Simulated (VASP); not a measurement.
# Tl2PbCl4 in VASP: notebook

Tl2PbCl4 is run at these levels: PBEsol; tasks: single point.

All numbers are computed with VASP 6.6.1; they aren't measurements. Logs are shortened: lines on timing, memory, paths and dates and some standing lists are left out, and cuts for length are marked.

## Step 1: The cell of the first run

The typed cell holds 7 atoms: a = 7.745 Å, b = 8.786 Å, c = 7.895 Å, α = 119.66°, β = 114.83°, γ = 28.34°.

## Step 2: Single point, PBEsol

Input file INCAR:

```
SYSTEM = Tl2PbCl4
PREC = Accurate
ENCUT = 500
EDIFF = 1E-6
ISMEAR = -1
SIGMA = 0.05
LREAL = .False.
LASPH = .True.
NELM = 120
ALGO = Normal
ISIF = 2
LWAVE = .False.
LCHARG = .True.
GGA = PS
LELF = .True.
LVHAR = .True.
NBANDS = 43
GGA_COMPAT = .False.
```

Input file KPOINTS:

```
regular mesh
0
Gamma
  4 4 4
  0 0 0
```

Input file POSCAR:

```
Tl2PbCl4
1.0
    7.6755674419     -1.0353052211      0.0173612362
    8.2197116637      3.0855546571     -0.3227869157
   -3.5040700372     -1.0574005823      6.9957394372
Tl Pb Cl
2 1 4
Direct
    0.4364879988      0.1396807720      0.2711613121
    0.5407440945      0.8583845572      0.7071793329
   -0.0112619991     -0.0010915823     -0.0108329518
    0.0435609729      0.2011249759      0.3930492349
    0.9336978526      0.7969340964      0.5852926937
    0.2298650668      0.5171798232      0.0277252804
    0.7473819898      0.4808398080      0.9505897531
```

Potentials or basis: VASP PAW PBE potentials, release 64 (Tl_d, Pb_d, Cl).

Launch:

```bash
$ cat potpaw_PBE.64/Tl_d/POTCAR potpaw_PBE.64/Pb_d/POTCAR potpaw_PBE.64/Cl/POTCAR > POTCAR
$ mpirun -np 1 vasp_std > vasp.out
```

OUTCAR:

```text
SYSTEM = Tl2PbCl4
   PREC = Accurate
   ENCUT = 500
   EDIFF = 1E-6
   ISMEAR = -1
   LREAL = .False.
   LASPH = .True.
   NELM = 120
   ISIF = 2
   GGA = PS

 ion  position               nearest neighbor table
   1  0.436  0.140  0.271-   5 3.00   5 3.00   4 3.09   2 3.90   3 4.11
   2  0.541  0.858  0.707-   4 3.00   4 3.00   5 3.09   1 3.90   3 4.11
   3  0.989  0.999  0.989-   5 2.84   4 2.84   6 2.89   7 2.89   7 2.90   6 2.90   2 4.11   1 4.11

   4  0.044  0.201  0.393-   3 2.84   2 3.00   2 3.00   1 3.09
   5  0.934  0.797  0.585-   3 2.84   1 3.00   1 3.00   2 3.09
   6  0.230  0.517  0.028-   3 2.89   3 2.90
   7  0.747  0.481  0.951-   3 2.89   3 2.90

  LATTYP: Found a triclinic cell.
 ALAT       =     8.4240363978
 B/A-ratio  =     0.9194042452
 C/A-ratio  =     0.4950744429
 COS(alpha) =     0.0029608103
 COS(beta)  =     0.2487527427
 COS(gamma) =     0.5258176973

  Lattice vectors:

 A1 = (  -4.1714974047,   2.0927058034,  -7.0131006734)
 A2 = (  -7.6755674419,   1.0353052211,  -0.0173612362)
 A3 = (   0.5441442218,   4.1208598782,  -0.3401481519)

Analysis of symmetry for initial positions (statically):
=====================================================================
 Subroutine PRICEL returns:
 Original cell was already a primitive cell.

 Routine SETGRP: Setting up the symmetry group for a
 triclinic supercell.

 Subroutine GETGRP returns: Found  1 space group operations
 (whereof  1 operations were pure point group operations)
 out of a pool of  2 trial point group operations.

The static configuration has the point symmetry C_1 .

Analysis of symmetry for dynamics (positions and initial velocities):
=====================================================================
 Subroutine PRICEL returns:
 Original cell was already a primitive cell.

 Routine SETGRP: Setting up the symmetry group for a
 triclinic supercell.

 Subroutine GETGRP returns: Found  1 space group operations
 (whereof  1 operations were pure point group operations)
 out of a pool of  2 trial point group operations.

The dynamic configuration has the point symmetry C_1 .

 Subroutine INISYM returns: Found  1 space group operations
 (whereof  1 operations are pure point group operations),
 and found     1 'primitive' translations

----------------------------------------------------------------------------------------

                                     Primitive cell

  volume of cell :     221.4619

  direct lattice vectors                    reciprocal lattice vectors
     7.675567442 -1.035305221  0.017361236     0.095928101 -0.254544409  0.009574882
     8.219711664  3.085554657 -0.322786916     0.032621264  0.242737466  0.053029124
    -3.504070037 -1.057400582  6.995739437     0.001267098  0.011831728  0.145367175

  length of vectors
     7.745094826  8.785698536  7.895376691     0.272188786  0.250594717  0.145853388

  position of ions in fractional coordinates (direct lattice)
     0.436487999  0.139680772  0.271161312
     0.540744094  0.858384557  0.707179333
     0.988738001  0.998908418  0.989167048
     0.043560973  0.201124976  0.393049235
     0.933697853  0.796934096  0.585292694
     0.229865067  0.517179823  0.027725280
     0.747381990  0.480839808  0.950589753

  ion indices of the primitive-cell ions
   primitive index   ion index
                 1           1
                 2           2
                 3           3
                 4           4
                 5           5
                 6           6
                 7           7

----------------------------------------------------------------------------------------

 KPOINTS: regular mesh

Automatic generation of k-mesh.
 Grid dimensions read from file:
 generate k-points for:    4    4    4

 Generating k-lattice:

  Cartesian coordinates                     Fractional coordinates (reciprocal lattice)
     0.023982025 -0.063636102  0.002393720     0.250000000  0.000000000 -0.000000000
     0.008155316  0.060684367  0.013257281    -0.000000000  0.250000000  0.000000000
     0.000316774  0.002957932  0.036341794     0.000000000 -0.000000000  0.250000000

  Length of vectors
     0.068047197  0.062648679  0.036463347

  Shift w.r.t. Gamma in fractional coordinates (k-lattice)
     0.000000000  0.000000000  0.000000000

 Subroutine IBZKPT returns following result:
 ===========================================

 Found     36 irreducible k-points:

 Following reciprocal coordinates:
            Coordinates               Weight
  0.000000  0.000000  0.000000      1.000000
  0.250000  0.000000  0.000000      2.000000
  0.500000  0.000000  0.000000      1.000000
  0.000000  0.250000  0.000000      2.000000
  0.250000  0.250000  0.000000      2.000000
  0.500000  0.250000  0.000000      2.000000
[... 16 lines left out ...]
 -0.000000 -0.250000  0.250000      2.000000
  0.250000 -0.250000  0.250000      2.000000
 [... further k-points ...]
   k-points           NKPTS =     36   k-points in BZ     NKDIM =     36   number of bands    NBANDS=     43
   number of dos      NEDOS =    301   number of ions     NIONS =      7
   total plane-waves  NPLWV = 215040
   dimension x,y,z NGX =    56 NGY =   64 NGZ =   60
   dimension x,y,z NGXF=   112 NGYF=  128 NGZF=  120
   ions per type =               2   1   4
   NGX,Y,Z   is equivalent  to a cutoff of  12.02, 12.11, 12.63 a.u.
   NGXF,Y,Z  is equivalent  to a cutoff of  24.04, 24.22, 25.27 a.u.
 SYSTEM =  Tl2PbCl4
   PREC   = accura    normal or accurate (medium, high low for compatibility)
   ISTART =      0    job   : 0-new  1-cont  2-samecut
   ICHARG =      2    charge: 1-file 2-atom 10-const
   ISPIN  =      1    spin polarized calculation?
   LNONCOLLINEAR =      F non collinear calculations
   LSORBIT =      F    spin-orbit coupling
   LASPH  =      T    aspherical Exc in radial PAW
   ENCUT  =  500.0 eV  36.75 Ry    6.06 a.u.  14.12 16.02 14.40*2*pi/ulx,y,z
   NELM   =    120;   NELMIN=  2; NELMDL= -5     # of ELM steps
   EDIFF  = 0.1E-05   stopping-criterion for ELM
   LREAL  =      F    real-space projection
[... 7 lines left out ...]
   TEBEG  =    0.0;   TEEND  =   0.0 temperature during run
   PSTRESS=    0.0 pullay stress
   NELECT =      68.0000    total number of electrons
   NUPDOWN=      -1.0000    fix difference up-down
   EMIN   =  10.00;   EMAX   =-10.00  energy-range for DOS
   EFERMI =   0.00;   METHOD = LEGACY
   ISMEAR =    -1;   SIGMA  =   0.05  broadening in eV -4-tet -1-fermi 0-gaus
   EFERMI_NEDOS =   21; number of points for ismear=-14 and -15
   IALGO  =     38    algorithm
   IMIX   =      4    mixing-type and parameters
     AMIX     =   0.40;   BMIX     =  1.00
     AMIX_MAG =   1.60;   BMIX_MAG =  1.00
  volume/ion in A,a.u.               =      31.64       213.50
  Fermi-wavevector in a.u.,A,eV,Ry     =   1.104447  2.087102 16.596422  1.219803
  Thomas-Fermi vector in A             =   2.240920
   LORBIT       =      0    0 simple, 1 ext, 2 COOP (PROOUT), +10 PAW based schemes
   GGA     = PS    functional components
   LHFCALC =     F    Hartree Fock is set to
   AEXX    =    0.0000 exact exchange contribution
   IVDW    =     0    specifies the selected vdW correction
   LEPSILON=     F    determine dielectric tensor
   LRPA    =     F    only Hartree local field effects (RPA)
 non-spin polarized calculation
  energy-cutoff  :      500.00
  volume of cell :      221.46
 maximum number of plane-waves:      5658
   NGX = 29   NGY = 31   NGZ = 29

 number of electron      68.0000001 magnetization

 Free energy of the ion-electron system (eV)
  ---------------------------------------------------
  ext. energy  EPLUGINS =         0.00000000
  ---------------------------------------------------
  free energy    TOTEN  =       -24.27468069 eV

  energy without entropy =      -24.27468069  energy(sigma->0) =      -24.27468069

 E-fermi :   2.5676     XC(G=0):  -8.4572

 val. band max:        1.4896824300   @ k =   0.0000   0.0000   0.0000
 cond. band min:       4.0783820427   @ k =   0.2500   0.2500   0.0000
 fundamental gap:      2.5886996127
 Fermi energy:         2.5676420656

 k-point     1 :       0.0000    0.0000    0.0000
  band No.  band energies     occupation
      1     -14.3645      2.00000
      2     -14.2668      2.00000
      3     -14.2619      2.00000
      4     -14.2310      2.00000
      5     -14.2054      2.00000
      6     -12.6333      2.00000
[... 35 lines left out ...]
     42       7.9077      0.00000
     43       8.1967      0.00000

 k-point     2 :       0.2500    0.0000    0.0000
  band No.  band energies     occupation
      1     -14.3423      2.00000
      2     -14.3321      2.00000
      3     -14.2488      2.00000
      4     -14.2289      2.00000
      5     -14.2136      2.00000
      6     -12.4799      2.00000
[... 35 lines left out ...]
     42       7.4098      0.00000
     43       8.1816      0.00000

 k-point     3 :       0.5000    0.0000    0.0000
  band No.  band energies     occupation
      1     -14.4155      2.00000
      2     -14.3057      2.00000
      3     -14.2306      2.00000
      4     -14.2221      2.00000
      5     -14.2214      2.00000
      6     -12.2745      2.00000
[... 35 lines left out ...]
     42       7.4527      0.00000
     43       7.7311      0.00000

 k-point     4 :       0.0000    0.2500    0.0000
  band No.  band energies     occupation
      1     -14.3415      2.00000
      2     -14.3323      2.00000
      3     -14.2488      2.00000
      4     -14.2290      2.00000
      5     -14.2136      2.00000
      6     -12.5053      2.00000
[... 863 lines left out ...]
     42       7.4094      0.00000
     43       8.1885      0.00000

 k-point    23 :      -0.0000   -0.2500    0.2500
  band No.  band energies     occupation
      1     -14.3415      2.00000
      2     -14.3323      2.00000
      3     -14.2488      2.00000
      4     -14.2290      2.00000
      5     -14.2136      2.00000
      6     -12.5054      2.00000
[... 35 lines left out ...]
     42       7.4329      0.00000
     43       8.2336      0.00000

 k-point    24 :       0.2500   -0.2500    0.2500
  band No.  band energies     occupation
      1     -14.4143      2.00000
      2     -14.3057      2.00000
      3     -14.2305      2.00000
      4     -14.2221      2.00000
      5     -14.2214      2.00000
      6     -12.3128      2.00000
[... 35 lines left out ...]
     42       7.1742      0.00000
     43       8.1215      0.00000

 [... further k-points ...]
[... 5 lines left out ...]
  --------------------------------------------------------------------------------------
  -------------------------------------------------------------------------------------
  Total       -0.0587006     -0.0730504     -0.0901818      0.0296121     -0.0098107      0.0003581
  in kB       -0.4246726     -0.5284864     -0.6524246      0.2142302     -0.0709759      0.0025906
  external PRESSURE =      -0.5351945 kB  Pullay stress =       0.0000000 kB

 VOLUME and BASIS-vectors are now :
 -----------------------------------------------------------------------------
  energy-cutoff  :      500.00
  volume of cell :      221.46
      direct lattice vectors                 reciprocal lattice vectors
     7.675567442 -1.035305221  0.017361236     0.095928101 -0.254544409  0.009574882
     8.219711664  3.085554657 -0.322786916     0.032621264  0.242737466  0.053029124
    -3.504070037 -1.057400582  6.995739437     0.001267098  0.011831728  0.145367175

 POSITION                                       TOTAL-FORCE (eV/Angst)
 -----------------------------------------------------------------------------------
      3.54826     -0.30763      1.85946        -0.000371      0.000230     -0.004255
      8.72819      1.34099      4.67956         0.000368     -0.000280      0.004264
     12.33375      1.01260      6.61469        -0.000071      0.000580      0.000011
      0.61027      0.15987      2.68551         0.000654     -0.000280     -0.001931
     11.66632      0.87343      3.85353        -0.000738      0.000217      0.001859
      5.91826      1.32849      0.03101         0.001249      0.000061     -0.000071
      6.35801     -0.29527      6.50784        -0.001091     -0.000528      0.000122
 -----------------------------------------------------------------------------------
    total drift:                               -0.000173     -0.000065      0.000260

  FREE ENERGIE OF THE ION-ELECTRON SYSTEM (eV)
  ---------------------------------------------------
  free  energy   TOTEN  =       -24.2746806950 eV

  energy  without entropy=      -24.2746806949  energy(sigma->0) =      -24.27468069
```

It took 6.8 min on 1 thread of Intel Xeon Platinum 8488C (Sapphire Rapids), shared host; peak memory 0.66 GiB.

Results:

* Free energy: -24.2747 eV
* Pressure: -0.1 GPa
* Largest force: 0.004 eV/Å
* Band gap on the k mesh: 2.59 eV (least direct gap 2.59 eV)

Forces on the atoms (eV/Å):
```
Tl   0.000  0.000 -0.004
Tl   0.000  0.000  0.004
Pb   0.000  0.001  0.000
Cl   0.001  0.000 -0.002
Cl  -0.001  0.000  0.002
Cl   0.001  0.000  0.000
Cl  -0.001 -0.001  0.000
```

Caveat: the PAW data sets were made with another functional, which shifts forces and pressure a little; spin-orbit coupling is left out, which moves the levels of the heavy elements.

(Continued in part 2 of 2.)
